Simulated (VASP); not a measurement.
# Mo (Im-3m) in VASP: further runs

Mo is run at these levels: r2SCAN; tasks: single point, relaxation of cell and atoms.

Program: VASP 6.6.1. These are calculated values, not measurements. Logs are shortened: lines on timing, memory, paths and dates and some standing lists are left out, and cuts for length are marked.

## 1. The cell of the first run

The structure is cubic, space group Im-3m (No. 229). Conventional cell: a = 3.235 Å, b = 3.235 Å, c = 3.235 Å, α = 90.00°, β = 90.00°, γ = 90.00°. Mo (site symmetry m-3m) has 14 Mo at 2.80 to 3.23 Å within 3.7 Å.

## 2. Single point, r2SCAN (volume scaled by 1.08)

POSCAR reads:

```
Mo
1.0
   -1.6173852534      1.6173852534      1.6173852534
    1.6173852534     -1.6173852534      1.6173852534
    1.6173852534      1.6173852534     -1.6173852534
Mo
1
Direct
    0.0000000000      0.0000000000      0.0000000000
```

INCAR.step1 reads:

```
ALGO = Normal ; EDIFF = 1E-4
ENCUT = 520 ; GGA = PE
ISMEAR = -1 ; LASPH = True
LCHARG = False ; LREAL = False
LWAVE = True ; NBANDS = 13
NELM = 100 ; PREC = Accurate
SIGMA = 0.1
```

INCAR.step2 reads:

```
ALGO = Normal ; EDIFF = 1E-6
ENCUT = 520 ; ISIF = 2
ISMEAR = -1 ; ISTART = 1
LASPH = True ; LCHARG = True
LELF = True ; LMIXTAU = True
LREAL = False ; LVHAR = True
LWAVE = False ; METAGGA = R2SCAN
NBANDS = 13 ; NELM = 100
PREC = Accurate ; SIGMA = 0.1
```

KPOINTS reads:

```
k-points
0
Gamma
  23 23 23
```

Potentials or basis: VASP PAW PBE potentials, release 64 (Mo_sv).

Started as:

```bash
$ cat potpaw_PBE.64/Mo_sv/POTCAR > POTCAR
$ cp INCAR.step1 INCAR
$ mpirun -np 1 vasp_std > vasp.out
$ cp INCAR.step2 INCAR
$ mpirun -np 1 vasp_std > vasp.out
```

OUTCAR:

```text
EDIFF = 1E-6
   ENCUT = 520
   ISIF = 2
   ISMEAR = -1
   ISTART = 1
   LASPH = True
   LREAL = False
   METAGGA = R2SCAN
   NELM = 100
   PREC = Accurate

 ion  position               nearest neighbor table
   1  0.000  0.000  0.000-

  LATTYP: Found a body centered cubic cell.
 ALAT       =     3.2347705068

  Lattice vectors:

 A1 = (  -1.6173852534,   1.6173852534,   1.6173852534)
 A2 = (   1.6173852534,  -1.6173852534,   1.6173852534)
 A3 = (   1.6173852534,   1.6173852534,  -1.6173852534)

Analysis of symmetry for initial positions (statically):
=====================================================================
 Subroutine PRICEL returns:
 Original cell was already a primitive cell.

 Routine SETGRP: Setting up the symmetry group for a
 body centered cubic supercell.

 Subroutine GETGRP returns: Found 48 space group operations
 (whereof 48 operations were pure point group operations)
 out of a pool of 48 trial point group operations.

The static configuration has the point symmetry O_h .

Analysis of symmetry for dynamics (positions and initial velocities):
=====================================================================
 Subroutine PRICEL returns:
 Original cell was already a primitive cell.

 Routine SETGRP: Setting up the symmetry group for a
 body centered cubic supercell.

 Subroutine GETGRP returns: Found 48 space group operations
 (whereof 48 operations were pure point group operations)
 out of a pool of 48 trial point group operations.

The dynamic configuration has the point symmetry O_h .

 Subroutine INISYM returns: Found 48 space group operations
 (whereof 48 operations are pure point group operations),
 and found     1 'primitive' translations

----------------------------------------------------------------------------------------

                                     Primitive cell

  volume of cell :      16.9239

  direct lattice vectors                    reciprocal lattice vectors
    -1.617385253  1.617385253  1.617385253     0.000000000  0.309140941  0.309140941
     1.617385253 -1.617385253  1.617385253     0.309140941  0.000000000  0.309140941
     1.617385253  1.617385253 -1.617385253     0.309140941  0.309140941  0.000000000

  length of vectors
     2.801393434  2.801393434  2.801393434     0.437191312  0.437191312  0.437191312

  position of ions in fractional coordinates (direct lattice)
     0.000000000  0.000000000  0.000000000

  ion indices of the primitive-cell ions
   primitive index   ion index
                 1           1

----------------------------------------------------------------------------------------

 KPOINTS: k-points

Automatic generation of k-mesh.
 Grid dimensions read from file:
 generate k-points for:   23   23   23

 Generating k-lattice:

  Cartesian coordinates                     Fractional coordinates (reciprocal lattice)
     0.000000000  0.013440910  0.013440910     0.043478261  0.000000000  0.000000000
     0.013440910  0.000000000  0.013440910     0.000000000  0.043478261  0.000000000
     0.013440910  0.013440910  0.000000000     0.000000000  0.000000000  0.043478261

  Length of vectors
     0.019008318  0.019008318  0.019008318

  Shift w.r.t. Gamma in fractional coordinates (k-lattice)
     0.000000000  0.000000000  0.000000000

 Subroutine IBZKPT returns following result:
 ===========================================

 Found    364 irreducible k-points:

 Following reciprocal coordinates:
            Coordinates               Weight
  0.000000  0.000000  0.000000      1.000000
  0.043478  0.000000  0.000000     12.000000
  0.086957  0.000000  0.000000     12.000000
  0.130435  0.000000  0.000000     12.000000
  0.173913  0.000000  0.000000     12.000000
  0.217391  0.000000  0.000000     12.000000
[... 16 lines left out ...]
  0.478261  0.043478  0.000000     24.000000
  0.086957  0.086957  0.000000     24.000000
 [... further k-points ...]
   k-points           NKPTS =    364   k-points in BZ     NKDIM =    364   number of bands    NBANDS=     13
   number of dos      NEDOS =    301   number of ions     NIONS =      1
   total plane-waves  NPLWV =  13824
   dimension x,y,z NGX =    24 NGY =   24 NGZ =   24
   dimension x,y,z NGXF=    48 NGYF=   48 NGZF=   48
   ions per type =               1
   NGX,Y,Z   is equivalent  to a cutoff of  14.24, 14.24, 14.24 a.u.
   NGXF,Y,Z  is equivalent  to a cutoff of  28.49, 28.49, 28.49 a.u.
 SYSTEM =  unknown system
   PREC   = accura    normal or accurate (medium, high low for compatibility)
   ISTART =      1    job   : 0-new  1-cont  2-samecut
   ICHARG =      0    charge: 1-file 2-atom 10-const
   ISPIN  =      1    spin polarized calculation?
   LNONCOLLINEAR =      F non collinear calculations
   LSORBIT =      F    spin-orbit coupling
   LASPH  =      T    aspherical Exc in radial PAW
   ENCUT  =  520.0 eV  38.22 Ry    6.18 a.u.   5.21  5.21  5.21*2*pi/ulx,y,z
   NELM   =    100;   NELMIN=  2; NELMDL=  0     # of ELM steps
   EDIFF  = 0.1E-05   stopping-criterion for ELM
   LREAL  =      F    real-space projection
[... 7 lines left out ...]
   TEBEG  =    0.0;   TEEND  =   0.0 temperature during run
   PSTRESS=    0.0 pullay stress
   NELECT =      14.0000    total number of electrons
   NUPDOWN=      -1.0000    fix difference up-down
   EMIN   =  10.00;   EMAX   =-10.00  energy-range for DOS
   EFERMI =   0.00;   METHOD = LEGACY
   ISMEAR =    -1;   SIGMA  =   0.10  broadening in eV -4-tet -1-fermi 0-gaus
   EFERMI_NEDOS =   21; number of points for ismear=-14 and -15
   IALGO  =     38    algorithm
   IMIX   =      4    mixing-type and parameters
     AMIX     =   0.40;   BMIX     =  1.00
     AMIX_MAG =   1.60;   BMIX_MAG =  1.00
  volume/ion in A,a.u.               =      16.92       114.21
  Fermi-wavevector in a.u.,A,eV,Ry     =   1.536800  2.904131 32.133619  2.361754
  Thomas-Fermi vector in A             =   2.643398
   LORBIT       =      0    0 simple, 1 ext, 2 COOP (PROOUT), +10 PAW based schemes
   METAGGA = R2SCAN    functional components
   LHFCALC =     F    Hartree Fock is set to
   AEXX    =    0.0000 exact exchange contribution
   IVDW    =     0    specifies the selected vdW correction
   LEPSILON=     F    determine dielectric tensor
   LRPA    =     F    only Hartree local field effects (RPA)
 non-spin polarized calculation
  energy-cutoff  :      520.00
  volume of cell :       16.92
 maximum number of plane-waves:       470
 NGX is ok and might be reduce to    24
   NGX = 11   NGY = 11   NGZ = 11

 number of electron      13.9999998 magnetization

 Free energy of the ion-electron system (eV)
  ---------------------------------------------------
  ext. energy  EPLUGINS =         0.00000000
  ---------------------------------------------------
  free energy    TOTEN  =       -26.01898561 eV

  energy without entropy =      -26.00072950  energy(sigma->0) =      -26.00985755

 E-fermi :  11.3067     XC(G=0): -14.1389

 val. band max:       11.3055884928   @ k =  -0.3043   0.3478   0.1739
 cond. band min:      11.3271974850   @ k =  -0.1739   0.2609   0.0870
 fundamental gap:      0.0216089922
 Fermi energy:        11.3067334595

 k-point     1 :       0.0000    0.0000    0.0000
  band No.  band energies     occupation
      1     -51.9230      2.00000
      2     -24.5663      2.00000
      3     -24.5663      2.00000
      4     -24.5663      2.00000
      5       3.9169      2.00000
      6      10.0257      1.99999
      7      10.0257      1.99999
      8      10.0257      1.99999
      9      13.0810      0.00000
     10      13.0810      0.00000
     11      26.6727      0.00000
     12      26.6727      0.00000
     13      26.6727      0.00000

 k-point     2 :       0.0435    0.0000    0.0000
  band No.  band energies     occupation
      1     -51.9191      2.00000
      2     -24.5893      2.00000
      3     -24.5734      2.00000
      4     -24.5664      2.00000
      5       3.9982      2.00000
      6       9.9809      2.00000
      7      10.0187      1.99999
      8      10.0996      1.99999
      9      13.0142      0.00000
     10      13.0818      0.00000
     11      26.7303      0.00000
     12      26.8077      0.00000
     13      26.8137      0.00000

 k-point     3 :       0.0870    0.0000    0.0000
  band No.  band energies     occupation
      1     -51.9078      2.00000
      2     -24.6566      2.00000
      3     -24.5944      2.00000
      4     -24.5667      2.00000
      5       4.2360      2.00000
      6       9.8526      2.00000
      7       9.9914      2.00000
      8      10.3194      1.99990
      9      12.8450      0.00000
     10      13.0860      0.00000
     11      26.8788      0.00000
     12      27.1844      0.00000
     13      27.2053      0.00000
[... 305 lines left out ...]
 k-point    23 :       0.4783    0.0435    0.0000
  band No.  band energies     occupation
      1     -51.7094      2.00000
      2     -25.7312      2.00000
      3     -24.9487      2.00000
      4     -24.5823      2.00000
      5       6.2443      2.00000
      6       8.1060      2.00000
      7      12.3075      0.00009
      8      12.9902      0.00000
      9      13.8202      0.00000
     10      15.8353      0.00000
     11      22.2966      0.00000
     12      23.7440      0.00000
     13      28.4325      0.00000

 k-point    24 :       0.0870    0.0870    0.0000
  band No.  band energies     occupation
      1     -51.8795      2.00000
      2     -24.8219      2.00000
      3     -24.6255      2.00000
      4     -24.5885      2.00000
      5       4.8279      2.00000
      6       9.6362      2.00000
      7       9.7519      2.00000
      8      10.9492      1.94551
      9      12.5038      0.00001
     10      13.1678      0.00000
     11      27.2607      0.00000
     12      27.8340      0.00000
     13      27.9810      0.00000

 [... further k-points ...]
[... 5 lines left out ...]
  --------------------------------------------------------------------------------------
  -------------------------------------------------------------------------------------
  Total       -1.8386593     -1.8386593     -1.8386593      0.0000000      0.0000000      0.0000000
  in kB     -174.0649828   -174.0649828   -174.0649828      0.0000000      0.0000000      0.0000000
  external PRESSURE =    -174.0649828 kB  Pullay stress =       0.0000000 kB

 VOLUME and BASIS-vectors are now :
 -----------------------------------------------------------------------------
  energy-cutoff  :      520.00
  volume of cell :       16.92
      direct lattice vectors                 reciprocal lattice vectors
    -1.617385253  1.617385253  1.617385253     0.000000000  0.309140941  0.309140941
     1.617385253 -1.617385253  1.617385253     0.309140941  0.000000000  0.309140941
     1.617385253  1.617385253 -1.617385253     0.309140941  0.309140941  0.000000000

 POSITION                                       TOTAL-FORCE (eV/Angst)
 -----------------------------------------------------------------------------------
      0.00000      0.00000      0.00000        -0.000000      0.000000     -0.000000
 -----------------------------------------------------------------------------------
    total drift:                                0.000000      0.000000      0.000000

  FREE ENERGIE OF THE ION-ELECTRON SYSTEM (eV)
  ---------------------------------------------------
  free  energy   TOTEN  =       -26.0189856070 eV

  energy  without entropy=      -26.0007295010  energy(sigma->0) =      -26.00985755
```

Run time: 75 s. Hardware: 1 thread of Intel Xeon 6975P-C (Granite Rapids), shared host; peak memory 0.2 GiB.

Results:

* Free energy: -26.0190 eV
* Pressure: -17.4 GPa
* Band gap on the k mesh: zero (band 7 reaches 14.88 eV, above the bottom of band 8 at 10.03 eV)

Caveat: the PAW data sets were made with another functional, which shifts forces and pressure a little.

[end of part 1 of 3]
